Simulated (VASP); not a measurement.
# SrTiO3 (Pm-3m) in VASP: notebook, part 2 of 2

VASP 6.6.1. Earlier steps stand in the parts before.

### Step 5. Single point, PBEsol

This run uses another cell than the first one, of 11.78 Å³/atom.

The input, INCAR:

```
PREC     = Accurate       # precision mode
ENCUT    = 520            # plane-wave cutoff, eV
EDIFF    = 1E-7           # SCF threshold, eV
ISMEAR   = -1             # smearing method
SIGMA    = 0.02           # smearing width, eV
LREAL    = False          # projectors in reciprocal space
LASPH    = True           # aspherical terms in the spheres
NELM     = 80             # most SCF steps
ALGO     = Normal         # electronic algorithm
ISIF     = 2              # what is computed and relaxed
LWAVE    = False          # write WAVECAR
LCHARG   = False          # write CHGCAR
GGA      = PS             # functional
NBANDS   = 28             # bands
```

The input, KPOINTS:

```
regular mesh
0
Gamma
  6 6 6
```

The input, POSCAR:

```
SrTiO3
1.0
    3.8911491779      0.0000000000      0.0000000000
    0.0000000000      3.8911491779      0.0000000000
    0.0000000000      0.0000000000      3.8911491779
Sr Ti O
1 1 3
Direct
    0.0000000000      0.0000000000      0.0000000000
    0.5000000000      0.5000000000      0.5000000000
    0.5000000000      0.5000000000      0.0000000000
    0.5000000000      0.0000000000      0.5000000000
    0.0000000000      0.5000000000      0.5000000000
```

Potentials or basis: VASP PAW PBE potentials, release 64 (Sr_sv, Ti_sv, O).

Command:

```sh
> cat potpaw_PBE.64/Sr_sv/POTCAR potpaw_PBE.64/Ti_sv/POTCAR potpaw_PBE.64/O/POTCAR > POTCAR
> mpirun -np 1 vasp_std > vasp.out
```

OUTCAR:

```text
PREC = Accurate
   ENCUT = 520
   EDIFF = 1E-7
   ISMEAR = -1
   LREAL = False
   LASPH = True
   NELM = 80
   ISIF = 2
   GGA = PS

 ion  position               nearest neighbor table
   1  0.000  0.000  0.000-   3 2.75   4 2.75   5 2.75   4 2.75   5 2.75   3 2.75   5 2.75   5 2.75
                             3 2.75   4 2.75   4 2.75   3 2.75   2 3.37   2 3.37   2 3.37   2 3.37
   2  0.500  0.500  0.500-   3 1.95   4 1.95   5 1.95   3 1.95   4 1.95   5 1.95   1 3.37   1 3.37
                             1 3.37   1 3.37   1 3.37   1 3.37   1 3.37   1 3.37
   3  0.500  0.500  0.000-   2 1.95   2 1.95   1 2.75   1 2.75   1 2.75   1 2.75
   4  0.500  0.000  0.500-   2 1.95   2 1.95   1 2.75   1 2.75   1 2.75   1 2.75
   5  0.000  0.500  0.500-   2 1.95   2 1.95   1 2.75   1 2.75   1 2.75   1 2.75

  LATTYP: Found a simple cubic cell.
 ALAT       =     3.8911491779

  Lattice vectors:

 A1 = (   3.8911491779,   0.0000000000,   0.0000000000)
 A2 = (   0.0000000000,   3.8911491779,   0.0000000000)
 A3 = (   0.0000000000,   0.0000000000,   3.8911491779)

Analysis of symmetry for initial positions (statically):
=====================================================================
[... 176 lines left out ...]
 cond. band min:       5.9325443607   @ k =   0.0000   0.0000   0.0000
 fundamental gap:      1.8186678017
 Fermi energy:         4.7287142897

 k-point     1 :       0.0000    0.0000    0.0000
  band No.  band energies     occupation
      1     -52.0442      2.00000
      2     -28.4998      2.00000
      3     -28.4134      2.00000
      4     -28.4134      2.00000
      5     -28.4134      2.00000
      6     -13.2851      2.00000
[... 609 lines left out ...]
     27      12.6631      0.00000
     28      12.6631      0.00000

------------------------ aborting loop because EDIFF is reached ----------------------------------------

  FORCE on cell =-STRESS in cart. coord.  units (eV):
  Direction    XX          YY          ZZ          XY          YZ          ZX
  --------------------------------------------------------------------------------------
  -------------------------------------------------------------------------------------
  Total        0.2442064      0.2442064      0.2442064      0.0000000     -0.0000000      0.0000000
  in kB        6.6410079      6.6410079      6.6410079      0.0000000     -0.0000000      0.0000000
  external PRESSURE =       6.6410079 kB  Pullay stress =       0.0000000 kB

 VOLUME and BASIS-vectors are now :
 -----------------------------------------------------------------------------
  energy-cutoff  :      520.00
  volume of cell :       58.92
      direct lattice vectors                 reciprocal lattice vectors
     3.891149178  0.000000000  0.000000000     0.256993488  0.000000000  0.000000000
     0.000000000  3.891149178  0.000000000     0.000000000  0.256993488  0.000000000
     0.000000000  0.000000000  3.891149178     0.000000000  0.000000000  0.256993488

 POSITION                                       TOTAL-FORCE (eV/Angst)
 -----------------------------------------------------------------------------------
      0.00000      0.00000      0.00000         0.000000      0.000000      0.000000
      1.94557      1.94557      1.94557         0.000000      0.000000      0.000000
      1.94557      1.94557      0.00000         0.000000      0.000000      0.000000
      1.94557      0.00000      1.94557         0.000000      0.000000      0.000000
      0.00000      1.94557      1.94557         0.000000      0.000000      0.000000
 -----------------------------------------------------------------------------------
    total drift:                                0.000000      0.000000     -0.000000

  FREE ENERGIE OF THE ION-ELECTRON SYSTEM (eV)
  ---------------------------------------------------
  free  energy   TOTEN  =       -42.0149959540 eV

  energy  without entropy=      -42.0149959540  energy(sigma->0) =      -42.01499595
```

OSZICAR:

```text
N       E                     dE             d eps       ncg     rms          rms(c)
DAV:   1     0.432618495940E+03    0.43262E+03   -0.21285E+04  1120   0.160E+03
DAV:   2    -0.493273260874E+01   -0.43755E+03   -0.41882E+03  1280   0.438E+02
DAV:   3    -0.495609474327E+02   -0.44628E+02   -0.44274E+02  1520   0.136E+02
DAV:   4    -0.515581775682E+02   -0.19972E+01   -0.19922E+01  1648   0.248E+01
DAV:   5    -0.516104568907E+02   -0.52279E-01   -0.52267E-01  1512   0.342E+00    0.273E+01
DAV:   6    -0.421219286370E+02    0.94885E+01   -0.47961E+01  1564   0.636E+01    0.156E+01
DAV:   7    -0.421064687147E+02    0.15460E-01   -0.67934E+00  1436   0.196E+01    0.114E+01
DAV:   8    -0.421447915311E+02   -0.38323E-01   -0.17366E+00  1320   0.139E+01    0.342E+00
DAV:   9    -0.420239915780E+02    0.12080E+00   -0.43095E-01  1312   0.687E+00    0.111E+00
DAV:  10    -0.420220628184E+02    0.19288E-02   -0.93469E-02  1404   0.199E+00    0.805E-01
DAV:  11    -0.420149793981E+02    0.70834E-02   -0.27647E-02  1616   0.168E+00    0.141E-01
DAV:  12    -0.420149889278E+02   -0.95298E-05   -0.18287E-03  1332   0.467E-01    0.933E-02
DAV:  13    -0.420150134376E+02   -0.24510E-04   -0.55754E-04  1620   0.193E-01    0.553E-02
DAV:  14    -0.420150022629E+02    0.11175E-04   -0.34342E-05  1408   0.499E-02    0.282E-02
DAV:  15    -0.420149960983E+02    0.61646E-05   -0.19235E-05  1616   0.366E-02    0.122E-02
DAV:  16    -0.420149959682E+02    0.13014E-06   -0.79345E-06  1316   0.221E-02    0.279E-03
DAV:  17    -0.420149959540E+02    0.14168E-07   -0.42106E-07  1316   0.518E-03
   1 F= -.42014996E+02 E0= -.42014996E+02  d E =-.131166E-14
```

Wall time 21 s (1 thread of Intel Xeon 6975P-C (Granite Rapids), shared host); peak memory 0.18 GiB.

Results:

- Free energy: -42.0150 eV
- Pressure: 0.7 GPa
- Band gap on the k mesh: 1.82 eV (least direct gap 2.17 eV)

Levels at points of the mesh, in eV from the valence-band top:
```
           k point  band 16  band 17  band 18  band 19  band 20  band 21  band 22  band 23  band 24  band 25
(0.00, 0.00, 0.00)    -1.21    -1.21    -0.35    -0.35    -0.35     1.82     1.82     1.82     4.41     4.41
(0.50, 0.00, 0.00)    -2.42    -2.42    -2.07    -0.74    -0.74     2.00     3.83     3.83     4.43     6.66
(0.50, 0.50, 0.00)    -2.95    -1.74    -1.60    -1.60    -0.10     3.84     3.84     4.29     5.41     7.90
(0.50, 0.50, 0.50)    -3.81    -3.81     0.00     0.00     0.00     4.53     4.53     4.53     6.90     6.90
```

Caveat: the PAW data sets were made with another functional, which shifts forces and pressure a little.

### Step 6. Single point, PBE

This run uses another cell than the first one, of 12.20 Å³/atom.

The input, INCAR:

```
SYSTEM = SrTiO3
  ALGO = Normal
  EDIFF = 1E-6
  ENCUT = 520
  GGA = PE
  ISIF = 2
  ISMEAR = -1
  LASPH = .True.
  LCHARG = .True.
  LELF = .True.
  LREAL = .False.
  LVHAR = .True.
  LWAVE = .False.
  NBANDS = 28
  NELM = 60
  PREC = Accurate
  SIGMA = 0.02
```

The input, KPOINTS:

```
k-points
0
Gamma
  6 6 6
  0 0 0
```

Changes to POSCAR since step 5:

```diff
@@ -2,5 +2,5 @@
 1.0
-    3.8911491779      0.0000000000      0.0000000000
-    0.0000000000      3.8911491779      0.0000000000
-    0.0000000000      0.0000000000      3.8911491779
+    3.9364286864      0.0000000000      0.0000000000
+    0.0000000000      3.9364286864      0.0000000000
+    0.0000000000      0.0000000000      3.9364286864
 Sr Ti O
```

Potentials or basis: VASP PAW PBE potentials, release 64 (Sr_sv, Ti_sv, O).

Command:

```sh
> cat potpaw_PBE.64/Sr_sv/POTCAR potpaw_PBE.64/Ti_sv/POTCAR potpaw_PBE.64/O/POTCAR > POTCAR
> mpirun -np 1 vasp_std > vasp.out
```

OUTCAR:

```text
SYSTEM = SrTiO3
   EDIFF = 1E-6
   ENCUT = 520
   GGA = PE
   ISIF = 2
   ISMEAR = -1
   LASPH = .True.
   LREAL = .False.
   NELM = 60
   PREC = Accurate

 ion  position               nearest neighbor table
   1  0.000  0.000  0.000-   3 2.78   4 2.78   5 2.78   4 2.78   5 2.78   3 2.78   5 2.78   5 2.78
                             3 2.78   4 2.78   4 2.78   3 2.78   2 3.41   2 3.41   2 3.41   2 3.41
   2  0.500  0.500  0.500-   3 1.97   4 1.97   5 1.97   3 1.97   4 1.97   5 1.97   1 3.41   1 3.41
                             1 3.41   1 3.41   1 3.41   1 3.41   1 3.41   1 3.41
   3  0.500  0.500  0.000-   2 1.97   2 1.97   1 2.78   1 2.78   1 2.78   1 2.78
   4  0.500  0.000  0.500-   2 1.97   2 1.97   1 2.78   1 2.78   1 2.78   1 2.78
   5  0.000  0.500  0.500-   2 1.97   2 1.97   1 2.78   1 2.78   1 2.78   1 2.78

  LATTYP: Found a simple cubic cell.
 ALAT       =     3.9364286864

  Lattice vectors:

 A1 = (   3.9364286864,   0.0000000000,   0.0000000000)
 A2 = (   0.0000000000,   3.9364286864,   0.0000000000)
 A3 = (   0.0000000000,   0.0000000000,   3.9364286864)

Analysis of symmetry for initial positions (statically):
=====================================================================
 Subroutine PRICEL returns:
 Original cell was already a primitive cell.

 Routine SETGRP: Setting up the symmetry group for a
 simple cubic supercell.

 Subroutine GETGRP returns: Found 48 space group operations
 (whereof 48 operations were pure point group operations)
 out of a pool of 48 trial point group operations.

The static configuration has the point symmetry O_h .

Analysis of symmetry for dynamics (positions and initial velocities):
=====================================================================
 Subroutine PRICEL returns:
 Original cell was already a primitive cell.

 Routine SETGRP: Setting up the symmetry group for a
 simple cubic supercell.

[... 123 lines left out ...]
   IMIX   =      4    mixing-type and parameters
     AMIX     =   0.40;   BMIX     =  1.00
     AMIX_MAG =   1.60;   BMIX_MAG =  1.00
  volume/ion in A,a.u.               =      12.20        82.33
  Fermi-wavevector in a.u.,A,eV,Ry     =   1.422304  2.687765 27.523889  2.022949
  Thomas-Fermi vector in A             =   2.543022
   LORBIT       =      0    0 simple, 1 ext, 2 COOP (PROOUT), +10 PAW based schemes
   GGA     = PE    functional components
   LHFCALC =     F    Hartree Fock is set to
   AEXX    =    0.0000 exact exchange contribution
   IVDW    =     0    specifies the selected vdW correction
   LEPSILON=     F    determine dielectric tensor
   LRPA    =     F    only Hartree local field effects (RPA)
 non-spin polarized calculation
  energy-cutoff  :      520.00
  volume of cell :       61.00
 maximum number of plane-waves:      1662
 NGX is ok and might be reduce to    30
   NGX = 15   NGY = 15   NGZ = 15

 number of electron      39.9999990 magnetization

 Free energy of the ion-electron system (eV)
  ---------------------------------------------------
  ext. energy  EPLUGINS =         0.00000000
  ---------------------------------------------------
  free energy    TOTEN  =       -40.10255555 eV

  energy without entropy =      -40.10255555  energy(sigma->0) =      -40.10255555

 E-fermi :   4.5887     XC(G=0): -11.1445

 val. band max:        3.9702181445   @ k =   0.5000   0.5000   0.5000
 cond. band min:       5.7794286869   @ k =   0.0000   0.0000   0.0000
 fundamental gap:      1.8092105424
 Fermi energy:         4.5886984892

 k-point     1 :       0.0000    0.0000    0.0000
  band No.  band energies     occupation
      1     -52.5956      2.00000
      2     -28.8944      2.00000
      3     -28.8265      2.00000
      4     -28.8265      2.00000
      5     -28.8265      2.00000
      6     -13.3708      2.00000
[... 609 lines left out ...]
     27      12.0720      0.00000
     28      12.0720      0.00000

------------------------ aborting loop because EDIFF is reached ----------------------------------------

  FORCE on cell =-STRESS in cart. coord.  units (eV):
  Direction    XX          YY          ZZ          XY          YZ          ZX
  --------------------------------------------------------------------------------------
  -------------------------------------------------------------------------------------
  Total        0.2512138      0.2512138      0.2512138      0.0000000     -0.0000000     -0.0000000
  in kB        6.5985251      6.5985251      6.5985251      0.0000000     -0.0000000     -0.0000000
  external PRESSURE =       6.5985251 kB  Pullay stress =       0.0000000 kB

 VOLUME and BASIS-vectors are now :
 -----------------------------------------------------------------------------
  energy-cutoff  :      520.00
  volume of cell :       61.00
      direct lattice vectors                 reciprocal lattice vectors
     3.936428686  0.000000000  0.000000000     0.254037372  0.000000000  0.000000000
     0.000000000  3.936428686  0.000000000     0.000000000  0.254037372  0.000000000
     0.000000000  0.000000000  3.936428686     0.000000000  0.000000000  0.254037372

 POSITION                                       TOTAL-FORCE (eV/Angst)
 -----------------------------------------------------------------------------------
      0.00000      0.00000      0.00000         0.000000      0.000000      0.000000
      1.96821      1.96821      1.96821         0.000000      0.000000      0.000000
      1.96821      1.96821      0.00000         0.000000      0.000000      0.000000
      1.96821      0.00000      1.96821         0.000000      0.000000      0.000000
      0.00000      1.96821      1.96821         0.000000      0.000000      0.000000
 -----------------------------------------------------------------------------------
    total drift:                                0.000000      0.000000     -0.000000

  FREE ENERGIE OF THE ION-ELECTRON SYSTEM (eV)
  ---------------------------------------------------
  free  energy   TOTEN  =       -40.1025555470 eV

  energy  without entropy=      -40.1025555470  energy(sigma->0) =      -40.10255555
```

stdout:

```text
POSCAR found type information on POSCAR SrTiO
 POSCAR found :  3 types and       5 ions
 scaLAPACK will be used
 LDA part: xc-table for (Slater+PW92), standard interpolation
 POSCAR, INCAR and KPOINTS ok, starting setup
 FFT: planning ... GRIDC
 FFT: planning ... GRID_SOFT
 FFT: planning ... GRID
 WAVECAR not read
 entering main loop
```

Wall time 19 s (1 thread of Intel Xeon 6975P-C (Granite Rapids), shared host); peak memory 0.19 GiB.

Results:

| Quantity | Value |
| --- | --- |
| Free energy | -40.1026 eV |
| Pressure | 0.7 GPa |
| Band gap on the k mesh | 1.81 eV (least direct gap 2.18 eV) |

Levels at points of the mesh, in eV from the valence-band top:
```csv
k point,band 18,band 19,band 20,band 21,band 22,band 23
"(0.00, 0.00, 0.00)",-0.37,-0.37,-0.37,1.81,1.81,1.81
"(0.50, 0.00, 0.00)",-1.91,-0.73,-0.73,1.97,3.65,3.65
"(0.50, 0.50, 0.00)",-1.54,-1.54,-0.09,3.66,3.66,4.10
"(0.50, 0.50, 0.50)",0.00,0.00,0.00,4.31,4.31,4.31
```

### Step 7. Summary

```tsv
level	potentials or basis	cell	smearing	gap on the mesh (eV)	pressure (GPa)
LDA	VASP PAW LDA potentials, release 64 (Sr_sv, Ti_sv, O)	a = 3.854 Å, 5 atoms	fermi-dirac 0.02 eV	1.81	1.1
PBE	VASP PAW PBE potentials, release 64 (Sr_sv, Ti_sv, O)	a = 3.907 Å, 5 atoms	fermi-dirac 0.02 eV	1.85	4.7
LDA	VASP PAW LDA potentials, release 64 (Sr_sv, Ti_sv, O)	a = 3.907 Å, 5 atoms	gaussian 0.01 eV	1.75	-6.6
PBEsol	VASP PAW PBE potentials, release 64 (Sr_sv, Ti_sv, O)	a = 3.891 Å, 5 atoms	fermi-dirac 0.02 eV	1.82	0.7
PBE	VASP PAW PBE potentials, release 64 (Sr_sv, Ti_sv, O)	a = 3.936 Å, 5 atoms	fermi-dirac 0.02 eV	1.81	0.7
```

Alike in all rows: task single point; no spin polarisation; k mesh 6 × 6 × 6; cutoff (eV) 520.

Caveats: the cell stands under pressure (at least some runs); the cell stands under tension (at least some runs); the PAW data sets were made with another functional, which shifts forces and pressure a little (at least some runs).

Total energies depend on the potentials used, so only differences within one code and one set of settings carry meaning.
